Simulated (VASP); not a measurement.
# N2 in VASP: notebook

The runs below take N2 through single point, relaxation of the atoms, with PBEsol.

Everything below comes from runs of VASP 6.6.1. Logs are shortened: lines on timing, memory, paths and dates and some standing lists are left out, and cuts for length are marked.

### 1 The cell of the first run

The cell holds a molecule in a box, 2 atoms: a = 9.000 Å, b = 9.500 Å, c = 10.000 Å, α = 90.00°, β = 90.00°, γ = 90.00°.

### 2 Single point, PBEsol

Contents of INCAR:

```
SYSTEM = N
PREC = Accurate
ENCUT = 520
EDIFF = 1E-7
ISMEAR = 0
SIGMA = 0.02
LREAL = .FALSE.
LASPH = .TRUE.
NELM = 60
ALGO = Normal
ISIF = 2
LWAVE = .FALSE.
LCHARG = .TRUE.
GGA = PS
LELF = .TRUE.
LVHAR = .TRUE.
NBANDS = 12
```

Contents of KPOINTS:

```
Automatic mesh
0
G
  1 1 1
  0 0 0
```

Contents of POSCAR:

```
N
1.0
    9.0000000000      0.0000000000      0.0000000000
    0.0000000000      9.5000000000      0.0000000000
    0.0000000000      0.0000000000     10.0000000000
N
2
Direct
    0.5000000000      0.5000000000      0.4450076600
    0.5000000000      0.5000000000      0.5549923400
```

Potentials or basis: VASP PAW PBE potentials, release 64 (N).

On the command line:

```
$ cat potpaw_PBE.64/N/POTCAR > POTCAR
$ mpirun -np 1 vasp_gam > vasp.out
```

OUTCAR:

```text
SYSTEM = N
   PREC = Accurate
   ENCUT = 520
   EDIFF = 1E-7
   ISMEAR = 0
   LREAL = .FALSE.
   LASPH = .TRUE.
   NELM = 60
   ISIF = 2
   GGA = PS

 ion  position               nearest neighbor table
   1  0.500  0.500  0.445-   2 1.10
   2  0.500  0.500  0.555-   1 1.10

  LATTYP: Found a simple orthorhombic cell.
 ALAT       =     9.0000000000
 B/A-ratio  =     1.0555555556
 C/A-ratio  =     1.1111111111

  Lattice vectors:

 A1 = (   9.0000000000,   0.0000000000,   0.0000000000)
 A2 = (   0.0000000000,   9.5000000000,   0.0000000000)
 A3 = (   0.0000000000,   0.0000000000,  10.0000000000)

Analysis of symmetry for initial positions (statically):
=====================================================================
 Subroutine PRICEL returns:
 Original cell was already a primitive cell.

 Routine SETGRP: Setting up the symmetry group for a
 simple orthorhombic supercell.

 Subroutine GETGRP returns: Found  8 space group operations
 (whereof  8 operations were pure point group operations)
 out of a pool of  8 trial point group operations.

The static configuration has the point symmetry D_2h.

Analysis of symmetry for dynamics (positions and initial velocities):
=====================================================================
 Subroutine PRICEL returns:
 Original cell was already a primitive cell.

 Routine SETGRP: Setting up the symmetry group for a
 simple orthorhombic supercell.

 Subroutine GETGRP returns: Found  8 space group operations
 (whereof  8 operations were pure point group operations)
 out of a pool of  8 trial point group operations.

The dynamic configuration has the point symmetry D_2h.

 Subroutine INISYM returns: Found  8 space group operations
 (whereof  8 operations are pure point group operations),
 and found     1 'primitive' translations

----------------------------------------------------------------------------------------

                                     Primitive cell

  volume of cell :     855.0000

  direct lattice vectors                    reciprocal lattice vectors
     9.000000000  0.000000000  0.000000000     0.111111111  0.000000000  0.000000000
     0.000000000  9.500000000  0.000000000     0.000000000  0.105263158  0.000000000
     0.000000000  0.000000000 10.000000000     0.000000000  0.000000000  0.100000000

  length of vectors
     9.000000000  9.500000000 10.000000000     0.111111111  0.105263158  0.100000000

  position of ions in fractional coordinates (direct lattice)
[... 55 lines left out ...]
   EDIFF  = 0.1E-06   stopping-criterion for ELM
   LREAL  =      F    real-space projection
   EDIFFG = 0.1E-05   stopping-criterion for IOM
   NSW    =      0    number of steps for IOM
   IBRION =     -1    ionic relax: 0-MD 1-quasi-New 2-CG
   NFREE  =      0    steps in history (QN), initial steepest desc. (CG)
   ISIF   =      2    stress and relaxation
   ISYM   =      2    0-nonsym 1-usesym 2-fastsym
   POTIM  = 0.5000    time-step for ionic-motion
   TEBEG  =    0.0;   TEEND  =   0.0 temperature during run
   PSTRESS=    0.0 pullay stress
   NELECT =      10.0000    total number of electrons
   NUPDOWN=      -1.0000    fix difference up-down
   EMIN   =  10.00;   EMAX   =-10.00  energy-range for DOS
   EFERMI =   0.00;   METHOD = LEGACY
   ISMEAR =     0;   SIGMA  =   0.02  broadening in eV -4-tet -1-fermi 0-gaus
   EFERMI_NEDOS =   21; number of points for ismear=-14 and -15
   IALGO  =     38    algorithm
   IMIX   =      4    mixing-type and parameters
     AMIX     =   0.40;   BMIX     =  1.00
     AMIX_MAG =   1.60;   BMIX_MAG =  1.00
  volume/ion in A,a.u.               =     427.50      2884.91
  Fermi-wavevector in a.u.,A,eV,Ry     =   0.371609  0.702239  1.878872  0.138093
  Thomas-Fermi vector in A             =   1.299861
   LORBIT       =      0    0 simple, 1 ext, 2 COOP (PROOUT), +10 PAW based schemes
   GGA     = PS    functional components
   LHFCALC =     F    Hartree Fock is set to
   AEXX    =    0.0000 exact exchange contribution
   IVDW    =     0    specifies the selected vdW correction
   LEPSILON=     F    determine dielectric tensor
   LRPA    =     F    only Hartree local field effects (RPA)
 non-spin polarized calculation
 Gauss-broadening in eV      SIGMA  =   0.02
  energy-cutoff  :      520.00
  volume of cell :      855.00
 maximum number of plane-waves:     11510
 NGX is ok and might be reduce to    70
   NGX = 33   NGY = 35   NGZ = 37

 number of electron      10.0000000 magnetization

 Free energy of the ion-electron system (eV)
  ---------------------------------------------------
  ext. energy  EPLUGINS =         0.00000000
  ---------------------------------------------------
  free energy    TOTEN  =       -17.05036678 eV

  energy without entropy =      -17.05036678  energy(sigma->0) =      -17.05036678

 E-fermi :  -9.8447     XC(G=0):  -0.6778

 val. band max:       -9.9886015987   @ k =   0.0000   0.0000   0.0000
 cond. band min:      -1.7989040535   @ k =   0.0000   0.0000   0.0000
 fundamental gap:      8.1896975451
 Fermi energy:        -9.8447176072

 k-point     1 :       0.0000    0.0000    0.0000
  band No.  band energies     occupation
      1     -28.1750      2.00000
      2     -13.1911      2.00000
      3     -11.4974      2.00000
      4     -11.4974      2.00000
      5      -9.9886      2.00000
      6      -1.7989      0.00000
      7      -1.7985      0.00000
      8      -0.1641      0.00000
      9       1.2271      0.00000
     10       1.3069      0.00000
     11       1.3100      0.00000
     12       1.4737      0.00000

------------------------ aborting loop because EDIFF is reached ----------------------------------------

  FORCE on cell =-STRESS in cart. coord.  units (eV):
  Direction    XX          YY          ZZ          XY          YZ          ZX
  --------------------------------------------------------------------------------------
  -------------------------------------------------------------------------------------
  Total       -0.0589699     -0.0572555      1.9861759     -0.0000000      0.0000000      0.0000000
  in kB       -0.1105033     -0.1072905      3.7218784     -0.0000000      0.0000000      0.0000000
  external PRESSURE =       1.1680282 kB  Pullay stress =       0.0000000 kB

 VOLUME and BASIS-vectors are now :
 -----------------------------------------------------------------------------
  energy-cutoff  :      520.00
  volume of cell :      855.00
      direct lattice vectors                 reciprocal lattice vectors
     9.000000000  0.000000000  0.000000000     0.111111111  0.000000000  0.000000000
     0.000000000  9.500000000  0.000000000     0.000000000  0.105263158  0.000000000
     0.000000000  0.000000000 10.000000000     0.000000000  0.000000000  0.100000000

 POSITION                                       TOTAL-FORCE (eV/Angst)
 -----------------------------------------------------------------------------------
      4.50000      4.75000      4.45008         0.000000      0.000000     -1.889438
      4.50000      4.75000      5.54992         0.000000      0.000000      1.889438
 -----------------------------------------------------------------------------------
    total drift:                                0.000000      0.000000      0.000000

  FREE ENERGIE OF THE ION-ELECTRON SYSTEM (eV)
  ---------------------------------------------------
  free  energy   TOTEN  =       -17.0503667827 eV

  energy  without entropy=      -17.0503667827  energy(sigma->0) =      -17.05036678
```

stdout:

```text
POSCAR found type information on POSCAR N
 POSCAR found :  1 types and       2 ions
 scaLAPACK will be used
 -----------------------------------------------------------------------------
|                                                                             |
|                                                                             |
|     You enforced a specific xc type in the INCAR file but a different       |
|     I HOPE YOU KNOW WHAT YOU ARE DOING!                                     |
|                                                                             |
 -----------------------------------------------------------------------------

 LDA part: xc-table for (Slater+PW92), standard interpolation
 POSCAR, INCAR and KPOINTS ok, starting setup
 FFT: planning ... GRIDC
 FFT: planning ... GRID_SOFT
 FFT: planning ... GRID
 WAVECAR not read
 entering main loop
```

It took 95 s on 1 thread of Intel Xeon 8259CL, shared host; peak memory 0.74 GiB.

What came out:

* Free energy: -17.0504 eV
* Largest force: 1.889 eV/Å
* Gap between the frontier levels: 8.19 eV

Forces on the atoms (eV/Å):
```
N    0.000  0.000 -1.889
N    0.000  0.000  1.889
```

Caveat: the standard files for N, O and F lose accuracy on very short bonds; the PAW data sets were made with another functional, which shifts forces and pressure a little.

### 3 Relaxation of the atoms, PBEsol

Contents of INCAR:

```
SYSTEM = N
ALGO = Normal
EDIFF = 1E-7
EDIFFG = -0.02
ENCUT = 520
GGA = PS
IBRION = 2
ISIF = 2
ISMEAR = 0
LASPH = .True.
LCHARG = .False.
LREAL = .False.
LWAVE = .False.
NELM = 80
NSW = 80
PREC = Accurate
SIGMA = 0.02
```

Contents of KPOINTS:

```
k-points
0
Gamma
  1 1 1
  0 0 0
```

Contents of POSCAR:

```
N
1.0
    9.0000000000      0.0000000000      0.0000000000
    0.0000000000      9.5000000000      0.0000000000
    0.0000000000      0.0000000000     10.0000000000
N
2
Direct
    0.5000000000      0.5000000000      0.4445000000
    0.5000000000      0.5000000000      0.5555000000
```

Potentials or basis: VASP PAW PBE potentials, release 64 (N).

On the command line:

```
$ cat potpaw_PBE.64/N/POTCAR > POTCAR
$ mpirun -np 1 vasp_gam > vasp.out
```

OUTCAR:

```text
SYSTEM = N
   EDIFF = 1E-7
   EDIFFG = -0.02
   ENCUT = 520
   GGA = PS
   IBRION = 2
   ISIF = 2
   ISMEAR = 0
   LASPH = .True.
   LREAL = .False.
   NELM = 80
   NSW = 80
   PREC = Accurate

 ion  position               nearest neighbor table
   1  0.500  0.500  0.444-   2 1.11
   2  0.500  0.500  0.556-   1 1.11

  LATTYP: Found a simple orthorhombic cell.
 ALAT       =     9.0000000000
 B/A-ratio  =     1.0555555556
 C/A-ratio  =     1.1111111111

  Lattice vectors:

 A1 = (   9.0000000000,   0.0000000000,   0.0000000000)
[... 159 lines left out ...]
  FORCE on cell =-STRESS in cart. coord.  units (eV):
  Direction    XX          YY          ZZ          XY          YZ          ZX
  --------------------------------------------------------------------------------------
  -------------------------------------------------------------------------------------
  Total       -0.0541095     -0.0524461      0.1997812      0.0000000      0.0000000      0.0000000
  in kB       -0.1013953     -0.0982783      0.3743682      0.0000000      0.0000000      0.0000000
  external PRESSURE =       0.0582316 kB  Pullay stress =       0.0000000 kB
[... 59 lines left out ...]
--------------------------------------- Ionic step        3  -------------------------------------------

 number of electron      10.0000001 magnetization

 Free energy of the ion-electron system (eV)
  ---------------------------------------------------
  ext. energy  EPLUGINS =         0.00000000
  ---------------------------------------------------
  free energy    TOTEN  =       -17.06135323 eV

  energy without entropy =      -17.06135323  energy(sigma->0) =      -17.06135323

 E-fermi :  -9.8194     XC(G=0):  -0.6759

 val. band max:       -9.9816886490   @ k =   0.0000   0.0000   0.0000
 cond. band min:      -1.9354025752   @ k =   0.0000   0.0000   0.0000
 fundamental gap:      8.0462860738
 Fermi energy:        -9.8193586091

 k-point     1 :       0.0000    0.0000    0.0000
  band No.  band energies     occupation
      1     -27.9891      2.00000
      2     -13.2758      2.00000
      3     -11.3995      2.00000
      4     -11.3995      2.00000
      5      -9.9817      2.00000
      6      -1.9354      0.00000
      7      -1.9350      0.00000
      8      -0.1633      0.00000
      9       1.2266      0.00000
[... 27 lines left out ...]
  FREE ENERGIE OF THE ION-ELECTRON SYSTEM (eV)
  ---------------------------------------------------
  free  energy   TOTEN  =       -17.0613532287 eV

  energy  without entropy=      -17.0613532287  energy(sigma->0) =      -17.06135323

 reached required accuracy - stopping structural energy minimisation
```

OSZICAR:

```text
N       E                     dE             d eps       ncg     rms          rms(c)
DAV:   1     0.112837960465E+03    0.11284E+03   -0.22116E+03    18   0.587E+02
DAV:   2     0.241611544116E+02   -0.88677E+02   -0.88345E+02    35   0.911E+01
DAV:   3    -0.149423067492E+02   -0.39103E+02   -0.39046E+02    19   0.101E+02
[... 45 lines left out ...]
DAV:  10    -0.170613504738E+02   -0.35897E-05   -0.10513E-07    18   0.145E-03    0.102E-04
DAV:  11    -0.170613524461E+02   -0.19723E-05   -0.63946E-08    18   0.950E-04    0.127E-04
DAV:  12    -0.170613530947E+02   -0.64862E-06   -0.15194E-08    18   0.509E-04    0.217E-05
DAV:  13    -0.170613532087E+02   -0.11402E-06   -0.16562E-09    18   0.219E-04    0.294E-05
DAV:  14    -0.170613532287E+02   -0.20029E-07   -0.34248E-10    18   0.128E-04
   3 F= -.17061353E+02 E0= -.17061353E+02  d E =-.209842E-03
```

CONTCAR:

```text
N
   1.00000000000000
     9.0000000000000000    0.0000000000000000    0.0000000000000000
     0.0000000000000000    9.5000000000000000    0.0000000000000000
     0.0000000000000000    0.0000000000000000   10.0000000000000000
  N
     2
Direct
     0.5000000000000000    0.5000000000000000    0.4444171999350768
     0.5000000000000000    0.5000000000000000    0.5555828000649232

  0.00000000E+00  0.00000000E+00  0.00000000E+00
  0.00000000E+00  0.00000000E+00  0.00000000E+00
```

Run time: 3.2 min. Hardware: 1 thread of Intel Xeon 8259CL, shared host; peak memory 0.79 GiB.

Results:

```yaml
Free_energy: -17.0614 eV
Energy_gained_by_relaxing: 0.1 meV/atom
Ionic_steps: 3
Gap_between_the_frontier_levels: 8.05 eV
```

Step by step:
```
step  energy change (eV)  largest force (eV/Å)  pressure (GPa)
   1              0.0000                0.2544            0.01
   2              0.0376                3.2056           -0.24
   3             -0.0002                0.0004           -0.01
```

Final structure:
```xyz
2
Lattice="9.0000 0.0000 0.0000 0.0000 9.5000 0.0000 0.0000 0.0000 10.0000" Properties=species:S:1:pos:R:3 pbc="T T T"
N     4.5000    4.7500    4.4442
N     4.5000    4.7500    5.5558
```

Caveat: the standard files for N, O and F lose accuracy on very short bonds; the PAW data sets were made with another functional, which shifts forces and pressure a little.
